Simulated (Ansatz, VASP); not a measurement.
Two plane-wave programs on C

POSCAR

```
C
1.0
   -2.4291088834      2.4655455167      2.4655455167
    2.4291088834     -2.3926722501      2.3926722501
    2.4291088834      2.3926722501     -2.3926722501
C
8
Direct
    0.3254551632      0.0000000000      0.0000000000
    0.6745448368      0.6745448368      0.6745448368
    0.0000000000      0.3254551632      0.0000000000
    0.0000000000      0.0000000000      0.3254551632
    0.0000000000      0.6745448368      0.0000000000
    0.3254551632      0.3254551632      0.3254551632
    0.6745448368      0.0000000000      0.0000000000
    0.0000000000      0.0000000000      0.6745448368
```

The input INCAR.step1:

```
SYSTEM = C
PREC = Accurate ; ENCUT = 520
ISMEAR = 0 ; SIGMA = 0.05
LREAL = .FALSE. ; LASPH = .TRUE.
NELM = 80 ; NBANDS = 26
GGA = PE ; ALGO = Normal
EDIFF = 1E-4 ; LWAVE = .TRUE.
LCHARG = .FALSE.
```

Contents of INCAR.step2:

```
SYSTEM = C
PREC = Accurate ; ENCUT = 520
EDIFF = 1E-6 ; ISMEAR = 0
SIGMA = 0.05 ; LREAL = .FALSE.
LASPH = .TRUE. ; NELM = 80
ALGO = Normal ; ISIF = 2
LWAVE = .FALSE. ; LCHARG = .FALSE.
METAGGA = R2SCAN ; LMIXTAU = .TRUE.
NBANDS = 26 ; ISTART = 1
```

File KPOINTS:

```
regular mesh
0
G
  8 8 8
  0 0 0
```

Input for Ansatz:

```yaml
crystal:
  lattice:
    - [-2.4291088834, 2.4655455167, 2.4655455167]
    - [2.4291088834, -2.3926722501, 2.3926722501]
    - [2.4291088834, 2.3926722501, -2.3926722501]
  atoms:
    - { symbol: C, position: [0.3254551632, 0.0, 0.0] }
    - { symbol: C, position: [0.6745448368, 0.6745448368, 0.6745448368] }
    - { symbol: C, position: [0.0, 0.3254551632, 0.0] }
    - { symbol: C, position: [0.0, 0.0, 0.3254551632] }
    - { symbol: C, position: [0.0, 0.6745448368, 0.0] }
    - { symbol: C, position: [0.3254551632, 0.3254551632, 0.3254551632] }
    - { symbol: C, position: [0.6745448368, 0.0, 0.0] }
    - { symbol: C, position: [0.0, 0.0, 0.6745448368] }
basis:
  ecutwfc: 500
kpoints:
  mp_grid: { grid: [8, 8, 8] }
hamiltonian:
  xc: r2scan
scf:
  occupations: { method: gaussian, width: 0.05 }
output:
  forces: true
  stress: true
  eigenvalues: true
```

Change from the starting cell: strain +0.0300 x Voigt [0, 0, 0, 1, 0, 0], atoms carried along.

Alike in both runs: task single point; functional r2SCAN; k mesh 8 × 8 × 8; occupations gaussian, width 0.05 eV; no spin polarisation.

```csv
,VASP,Ansatz
version,VASP 6.6.1,Ansatz 0.2.0
potentials or method,"VASP PAW PBE potentials, release 64 (C), cutoff 520 eV","scalar-relativistic, plane waves, PAW"
valence electrons in the cell,32,32
```

Ansatz gave:

| Item | Value |
| --- | --- |
| gap on the k mesh at the Fermi level (eV) | 2.93 |
| least direct gap on the mesh (eV) | 3.97 |
| pressure (GPa) | 0.1 |
| traceless stress, the component that is largest in VASP (GPa) | -9.09 |
| rms of the force components (eV/Å) | 0.022 |

Q: What did VASP give for the same quantities?

A: gap on the k mesh at the Fermi level (eV): 2.91; least direct gap on the mesh (eV): 3.94; pressure (GPa): 0.9; traceless stress, the component that is largest in VASP (GPa): -9.07; rms of the force components (eV/Å): 0.035.

VASP's potentials were made for PBE, not for r2SCAN. Atom by atom the forces differ by 0.026 eV/Å (rms over components).
